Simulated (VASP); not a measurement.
# GaN (F-43m) in VASP: a series of runs

GaN is run at these levels: PBEsol; tasks: elastic constants.

All numbers are computed with VASP 6.6.1; they aren't measurements. Logs are shortened: lines on timing, memory, paths and dates and some standing lists are left out, and cuts for length are marked.

## (1) The cell of the first run

It takes space group F-43m (No. 216, cubic). Conventional cell: a = 4.396 Å, b = 4.396 Å, c = 4.396 Å, α = 90.00°, β = 90.00°, γ = 90.00°. Ga (site symmetry -43m) has 4 N at 1.90 Å within 2.5 Å. Within 2.5 Å of N (site symmetry -43m) lie 4 Ga at 1.90 Å.

## (2) Elastic constants, PBEsol

Input file INCAR:

```
ALGO = Normal
EDIFF = 1E-8
ENCUT = 600
GGA = PS
IBRION = 6
ISIF = 3
ISMEAR = 0
LASPH = True
LCHARG = False
LREAL = False
LWAVE = False
NBANDS = 16
NELM = 80
NFREE = 2
NSW = 1
POTIM = 0.015
PREC = Accurate
SIGMA = 0.01
```

Input file KPOINTS:

```
k-points
0
Gamma
  10 10 10
```

Input file POSCAR:

```
GaN
1.0
    0.0000000000      2.1982346468      2.1982346468
    2.1982346468      0.0000000000      2.1982346468
    2.1982346468      2.1982346468      0.0000000000
Ga N
1 1
Direct
    0.0000000000      0.0000000000      0.0000000000
    0.2500000000      0.2500000000      0.2500000000
```

Potentials or basis: VASP PAW PBE potentials, release 64 (Ga_d, N).

Launch:

```
$ cat potpaw_PBE.64/Ga_d/POTCAR potpaw_PBE.64/N/POTCAR > POTCAR
$ mpirun -np 1 vasp_std > vasp.out
```

OUTCAR:

```text
EDIFF = 1E-8
   ENCUT = 600
   GGA = PS
   IBRION = 6
   ISIF = 3
   ISMEAR = 0
   LASPH = True
   LREAL = False
   NELM = 80
   NFREE = 2
   NSW = 1
   POTIM = 0.015
   PREC = Accurate

 ion  position               nearest neighbor table
   1  0.000  0.000  0.000-   2 1.90   2 1.90   2 1.90   2 1.90
   2  0.250  0.250  0.250-   1 1.90   1 1.90   1 1.90   1 1.90

  LATTYP: Found a face centered cubic cell.
 ALAT       =     4.3964692936

  Lattice vectors:

 A1 = (   0.0000000000,   2.1982346468,   2.1982346468)
 A2 = (   2.1982346468,   0.0000000000,   2.1982346468)
 A3 = (   2.1982346468,   2.1982346468,   0.0000000000)

Analysis of symmetry for initial positions (statically):
=====================================================================
 Subroutine PRICEL returns:
 Original cell was already a primitive cell.

 Routine SETGRP: Setting up the symmetry group for a
 face centered cubic supercell.

 Subroutine GETGRP returns: Found 24 space group operations
 (whereof 24 operations were pure point group operations)
 out of a pool of 48 trial point group operations.

The static configuration has the point symmetry T_d .

Analysis of symmetry for dynamics (positions and initial velocities):
=====================================================================
 Subroutine PRICEL returns:
 Original cell was already a primitive cell.

 Routine SETGRP: Setting up the symmetry group for a
 face centered cubic supercell.

 Subroutine GETGRP returns: Found 24 space group operations
 (whereof 24 operations were pure point group operations)
 out of a pool of 48 trial point group operations.

The dynamic configuration has the point symmetry T_d .

 Subroutine INISYM returns: Found 24 space group operations
[... 348 lines left out ...]
      1     -10.6100      2.00000
      2      -7.5084      2.00000
      3      -7.5008      2.00000
      4      -7.4942      2.00000
      5      -7.0918      2.00000
      6      -7.0917      2.00000
[... 433 lines left out ...]
      3      -7.2177      2.00000
      4      -7.2154      2.00000
      5      -7.0161      2.00000
      6      -6.2667      2.00000
[... 8 lines left out ...]
     15      29.1237      0.00000
     16      29.4366      0.00000

 [... further k-points ...]

------------------------ aborting loop because EDIFF is reached ----------------------------------------

  FORCE on cell =-STRESS in cart. coord.  units (eV):
  Direction    XX          YY          ZZ          XY          YZ          ZX
  --------------------------------------------------------------------------------------
  -------------------------------------------------------------------------------------
  Total        1.9250770      1.9309384      1.9309384      0.0000000      0.1840992      0.0000000
  in kB      145.1799201    145.6219545    145.6219545      0.0000000     13.8838658      0.0000000
  external PRESSURE =     145.4746097 kB  Pullay stress =       0.0000000 kB
[... 17 lines left out ...]
  FREE ENERGIE OF THE ION-ELECTRON SYSTEM (eV)
  ---------------------------------------------------
  free  energy   TOTEN  =       -13.0578023869 eV

  energy  without entropy=      -13.0578023869  energy(sigma->0) =      -13.05780239

 INTERNAL STRAIN TENSORS FROM STRAINED CELLS
 ============================================

 INTERNAL STRAIN TENSOR FOR ION    1 for displacements in x,y,z  (eV/Angst):
          X           Y           Z          XY          YZ          ZX
  --------------------------------------------------------------------------------
  x     0.00000    -0.00000    -0.00000     0.00000    12.27751    -0.00000
  y     0.00000     0.00000    -0.00000     0.00000     0.00000    12.27744
  z     0.00000    -0.00000    -0.00000    12.27650     0.00000    -0.00000

 INTERNAL STRAIN TENSORS FROM DISPLACED ATOMS
 ============================================

 INTERNAL STRAIN TENSOR FOR ION    1 for displacements in x,y,z  (eV/Angst):
          X           Y           Z          XY          YZ          ZX
  --------------------------------------------------------------------------------
  x     0.00000     0.00000     0.00000     0.00000    12.26664     0.00000
  y    -0.00000    -0.00000    -0.00000     0.00000     0.00000    12.26664
  z     0.00000     0.00000     0.00000    12.26664     0.00000     0.00000

 INTERNAL STRAIN TENSOR FOR ION    2 for displacements in x,y,z  (eV/Angst):
          X           Y           Z          XY          YZ          ZX
  --------------------------------------------------------------------------------
  x    -0.00000     0.00000     0.00000     0.00000   -12.26907     0.00000
  y    -0.00000     0.00000    -0.00000     0.00000     0.00000   -12.26907
  z     0.00000     0.00000    -0.00000   -12.26907     0.00000     0.00000

 Eigenvectors and eigenvalues of the dynamical matrix
 ----------------------------------------------------

   1 f  =   17.675026 THz   111.055461 2PiTHz  589.575389 cm-1    73.097999 meV
             X         Y         Z           dx          dy          dz
      0.000000  0.000000  0.000000     0.000000    0.408869    0.000000
      1.099117  1.099117  1.099117     0.000000   -0.912593    0.000000
[... 21 lines left out ...]
   6 f/i=    0.001288 THz     0.008094 2PiTHz    0.042969 cm-1     0.005328 meV
             X         Y         Z           dx          dy          dz
      0.000000  0.000000  0.000000     0.000000    0.000000    0.912593
      1.099117  1.099117  1.099117     0.000000    0.000000    0.408869

--------------------------------------------------------------------------------------------------------

 ELASTIC MODULI CONTR FROM IONIC RELAXATION (kBar)
 Direction    XX          YY          ZZ          XY          YZ          ZX
 --------------------------------------------------------------------------------
 XX          -0.0000      0.0000     -0.0000     -0.0000     -0.0000     -0.0000
 YY           0.0000     -0.0000     -0.0000     -0.0000      0.0000      0.0000
 ZZ          -0.0000     -0.0000     -0.0000     -0.0000      0.0000     -0.0000
 XY          -0.0000     -0.0000     -0.0000   -761.6373      0.0000      0.0000
 YZ          -0.0000      0.0000      0.0000      0.0000   -761.6373      0.0000
 ZX          -0.0000      0.0000     -0.0000      0.0000      0.0000   -761.6373
 --------------------------------------------------------------------------------

 TOTAL ELASTIC MODULI (kBar)
 Direction    XX          YY          ZZ          XY          YZ          ZX
 --------------------------------------------------------------------------------
 XX        3110.3297   1958.3089   1958.3089     -0.0000     -0.0000     -0.0000
 YY        1958.3089   3110.3297   1958.3089     -0.0000      0.0000      0.0000
 ZZ        1958.3089   1958.3089   3110.3297     -0.0000      0.0000     -0.0000
 XY          -0.0000     -0.0000     -0.0000   1610.0681     -0.0000     -0.0000
 YZ          -0.0000      0.0000      0.0000     -0.0000   1610.0681     -0.0000
 ZX          -0.0000      0.0000     -0.0000     -0.0000     -0.0000   1610.0681
 --------------------------------------------------------------------------------
```

OSZICAR:

```text
N       E                     dE             d eps       ncg     rms          rms(c)
DAV:   1     0.875381329535E+02    0.87538E+02   -0.99277E+03  1664   0.222E+03
DAV:   2    -0.880140499444E+01   -0.96340E+02   -0.89361E+02  1704   0.356E+02
DAV:   3    -0.149351934529E+02   -0.61338E+01   -0.61101E+01  1720   0.770E+01
[... 193 lines left out ...]
DAV:   3    -0.130577940326E+02    0.49088E-03   -0.11143E-03  6688   0.430E-01    0.287E-02
DAV:   4    -0.130578054903E+02   -0.11458E-04   -0.16397E-04  6408   0.124E-01    0.214E-02
DAV:   5    -0.130578026676E+02    0.28227E-05   -0.33750E-06  7704   0.246E-02    0.879E-03
DAV:   6    -0.130578023622E+02    0.30536E-06   -0.15526E-06  6224   0.186E-02    0.171E-03
DAV:   7    -0.130578023852E+02   -0.22982E-07   -0.15558E-07  6664   0.445E-03    0.670E-04
DAV:   8    -0.130578023869E+02   -0.17458E-08   -0.39040E-09  3712   0.105E-03
  17 F= -.13057802E+02 E0= -.13057802E+02  d E =-.115262-112
```

stdout:

```text
POSCAR found type information on POSCAR GaN
 POSCAR found :  2 types and       2 ions
 scaLAPACK will be used
 -----------------------------------------------------------------------------
|                                                                             |
|                                                                             |
|     You enforced a specific xc type in the INCAR file but a different       |
|     I HOPE YOU KNOW WHAT YOU ARE DOING!                                     |
[... 32 lines left out ...]
 Finite differences progress:
 bond charge predicted
 Finite differences progress:
 bond charge predicted
 Finite differences progress:
 bond charge predicted
 Finite differences progress:
 bond charge predicted
 Finite differences progress:
 bond charge predicted
 Finite differences progress:
 bond charge predicted
 Finite differences progress:
```

It took 15 min on 1 thread of Intel Xeon Platinum 8488C (Sapphire Rapids), shared host; peak memory 0.34 GiB.

What came out:

| Item | Value |
| --- | --- |
| Elastic constants C11, C12, C44 | 311, 196, 161 GPa |
| Voigt bulk modulus | 234 GPa |
| Highest phonon frequency at Γ, LO-TO splitting left out | 590 cm⁻¹ |

Phonon frequencies in cm⁻¹ (negative: imaginary):
```
              q point        frequencies
(0.000, 0.000, 0.000)  0 0 0 590 590 590
```

Elastic tensor in Voigt notation (GPa, in the Cartesian axes of the cell as first typed):
```
311 196 196   0   0   0
196 311 196   0   0   0
196 196 311   0   0   0
  0   0   0 161   0   0
  0   0   0   0 161   0
  0   0   0   0   0 161
```

Clamped-ion elastic tensor (GPa):
```
311 196 196   0   0   0
196 311 196   0   0   0
196 196 311   0   0   0
  0   0   0 237   0   0
  0   0   0   0 237   0
  0   0   0   0   0 237
```

Caveat: the cell is under stress, which shifts elastic constants; the PAW data sets were made with another functional, which shifts forces and pressure a little.

## (3) Elastic constants, PBEsol

This run uses another cell than the first one, of 10.84 Å³/atom, 1.021 times its volume.

Input file INCAR:

```
ALGO = Normal
EDIFF = 1E-8
ENCUT = 600
GGA = PS
IBRION = 6
ISIF = 3
ISMEAR = 0
LASPH = T
LCHARG = F
LREAL = F
LWAVE = F
NBANDS = 16
NELM = 100
NFREE = 2
NSW = 1
POTIM = 0.015
PREC = Accurate
SIGMA = 0.01
```

KPOINTS is that of step 2.

Input file POSCAR:

```
GaN
1.0
    0.0000000000      2.2134802006      2.2134802006
    2.2134802006      0.0000000000      2.2134802006
    2.2134802006      2.2134802006      0.0000000000
Ga N
1 1
Direct
    0.0000000000      0.0000000000      0.0000000000
    0.2500000000      0.2500000000      0.2500000000
```

Potentials or basis: VASP PAW PBE potentials, release 64 (Ga_d, N).

Launch:

```
$ cat potpaw_PBE.64/Ga_d/POTCAR potpaw_PBE.64/N/POTCAR > POTCAR
$ mpirun -np 1 vasp_std > vasp.out
```

Wall time 10 min (1 thread of Intel Xeon Platinum 8488C (Sapphire Rapids), shared host); peak memory 0.35 GiB.

It converged, with:

| Quantity | Value |
| --- | --- |
| Elastic constants C11, C12, C44 | 297, 179, 159 GPa |
| Voigt bulk modulus | 219 GPa |
| Highest phonon frequency at Γ, LO-TO splitting left out | 572 cm⁻¹ |

Phonon frequencies in cm⁻¹ (negative: imaginary):
```csv
q point,frequencies
"(0.000, 0.000, 0.000)",0 0 0 572 572 572
```

Elastic tensor in Voigt notation (GPa, in the Cartesian axes of the cell as first typed):
```
297 179 179   0   0   0
179 297 179   0   0   0
179 179 297   0   0   0
  0   0   0 159   0   0
  0   0   0   0 159   0
  0   0   0   0   0 159
```

Clamped-ion elastic tensor (GPa):
```
297 179 179   0   0   0
179 297 179   0   0   0
179 179 297   0   0   0
  0   0   0 222   0   0
  0   0   0   0 222   0
  0   0   0   0   0 222
```

Caveat: the cell is under stress, which shifts elastic constants; the PAW data sets were made with another functional, which shifts forces and pressure a little.
